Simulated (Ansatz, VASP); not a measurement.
**One calculation of BN, two programs**

```
B N
1.0
     0.00000    1.80750    1.80750
     1.80750    0.00000    1.80750
     1.80750    1.80750    0.00000
B N
1 1
Direct
  0.00000 0.00000 0.00000
  0.25000 0.25000 0.25000
```

Alike in both runs: task single point; functional PBE; k mesh 14 × 14 × 14; occupations gaussian, width 0.02 eV; no spin polarisation.

|  | VASP | Ansatz |
| --- | --- | --- |
| version | VASP 6.6.1 | Ansatz 0.2.0 |
| potentials or method | VASP PAW PBE potentials, release 64 (B, N), cutoff 600 eV | scalar-relativistic, plane waves, PAW |
| valence electrons in the cell | 8 | 8 |

Ansatz gave:

- gap on the k mesh at the Fermi level (eV): 4.47
- least direct gap on the mesh (eV): 8.83
- pressure (GPa): 3.0

Question: Which values does VASP return?

Answer: gap on the k mesh at the Fermi level (eV): 4.46; least direct gap on the mesh (eV): 8.82; pressure (GPa): 3.0.
